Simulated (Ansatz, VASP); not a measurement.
## BaS in VASP and in Ansatz

POSCAR

```
BaS
1.0
    3.8337582573      0.0000000000      0.0000000000
    0.0000000000      3.8337582573      0.0000000000
    0.0000000000      0.0000000000      4.0518991021
Ba S
1 1
Direct
    0.0000000000      0.0000000000      0.0000000000
    0.5000000000      0.5000000000      0.5000000000
```

INCAR.step1

```
SYSTEM = BaS
PREC = Accurate
ENCUT = 550
ISMEAR = 0
SIGMA = 0.01
LREAL = .FALSE.
LASPH = .TRUE.
NELM = 120
NBANDS = 15
GGA = PE
ALGO = Normal
EDIFF = 1E-5
LWAVE = .TRUE.
LCHARG = .FALSE.
GGA_COMPAT = .FALSE.
```

INCAR.step2

```
SYSTEM = BaS
PREC = Accurate
ENCUT = 550
EDIFF = 1E-6
ISMEAR = 0
SIGMA = 0.01
LREAL = .FALSE.
LASPH = .TRUE.
NELM = 120
ALGO = Normal
ISIF = 2
LWAVE = .FALSE.
LCHARG = .TRUE.
METAGGA = R2SCAN
LMIXTAU = .TRUE.
LELF = .TRUE.
LVHAR = .TRUE.
NBANDS = 15
ISTART = 1
GGA_COMPAT = .FALSE.
```

KPOINTS

```
Automatic mesh
0
G
  6 6 6
  0 0 0
```

Input for Ansatz:

```yaml
crystal:
  lattice:
    - [3.8337582573, 0.0, 0.0]
    - [0.0, 3.8337582573, 0.0]
    - [0.0, 0.0, 4.0518991021]
  atoms:
    - { symbol: Ba, position: [0.0, 0.0, 0.0] }
    - { symbol: S, position: [0.5, 0.5, 0.5] }
kpoints:
  mp_grid: { grid: [6, 6, 6] }
  band_path:
    path: [[0.0, 0.0, 0.0], [0.0, 0.5, 0.0], [0.5, 0.5, 0.0], [0.5, 0.5, 0.5]]
    npoints: 1
hamiltonian:
  xc: r2scan
scf:
  occupations: { method: fixed }
  n_extra_bands: 4
output:
  forces: true
  stress: true
  eigenvalues: true
```

Change from the starting cell: uniaxial_z strain +5.7%.

Alike in both runs: task single point; functional r2SCAN; k mesh 6 × 6 × 6; no spin polarisation.

```csv
,VASP,Ansatz
version,VASP 6.6.1,Ansatz 0.2.0
potentials or method,"VASP PAW PBE potentials, release 64 (Ba_sv, S)","plane waves, PAW"
plane-wave cutoff (eV),550,500
occupations,"gaussian, width 0.01 eV",fixed
valence electrons in the cell,16,16
```

|  | VASP | Ansatz | Ansatz less VASP |
| --- | --- | --- | --- |
| gap on the k mesh at the Fermi level (eV) | 1.69 | 1.78 | +0.099 |
| pressure (GPa) | -1.7 | -2.4 | -0.74 |
| traceless stress, the component that is largest in VASP (GPa) | -4.10 | -4.06 | +0.036 |

VASP's potentials were made for PBE, not for r2SCAN.

Spin-orbit coupling is off throughout.
